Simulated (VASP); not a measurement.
Crystal: B4MoRu.

```
B Mo Ru
1.0
     3.08627    0.00000    0.00000
    -1.54313    2.67279    0.00000
     0.00000    0.00000    6.59781
B Mo Ru
4 1 1
Direct
  0.33333 0.66667 0.74077
  0.33333 0.66667 0.25923
  0.66667 0.33333 0.74077
  0.66667 0.33333 0.25923
  0.00000 0.00000 0.50000
  0.00000 0.00000 0.00000
```

- Program: VASP 6.6.1
- Task: relaxation of cell and atoms
- Functional: PBE
- Potentials or basis: VASP PAW PBE potentials, release 64 (B, Mo_sv, Ru_pv)
- Cutoff: 600 eV
- k mesh: 6 × 6 × 4
- Occupations: gaussian, width 0.1 eV
- Spin: no spin polarisation

At the start: pressure -9.9 GPa; volume 9.07 Å³/atom.

Problem. Where does the relaxation end?

Solution. Over 5 steps the energy falls by 31.7 meV/atom and the volume is 8.73 Å³/atom (-3.7 %); space group P6/mmm (No. 191, to 0.05 Å).

Step by step:
```tsv
step	energy change (eV)	largest force (eV/Å)	pressure (GPa)	volume (Å³)
1	0.0000	0.6707	-9.86	54.42
2	-0.0733	0.3317	14.95	50.13
3	-0.1386	0.4856	3.98	51.81
4	-0.1902	0.0427	0.51	52.37
5	-0.1903	0.0217	0.35	52.40
```

Final structure:
```
CELL_PARAMETERS angstrom
3.00450 0.00000 0.00000
-1.50225 2.60198 0.00000
0.00000 0.00000 6.70268
ATOMIC_POSITIONS crystal
B 0.33333 0.66667 0.74830
B 0.33333 0.66667 0.25170
B 0.66667 0.33333 0.74830
B 0.66667 0.33333 0.25170
Mo 0.00000 0.00000 0.50000
Ru 0.00000 0.00000 0.00000
```

Caveat: the k points lie up to 0.40 Å⁻¹ apart in the final cell.
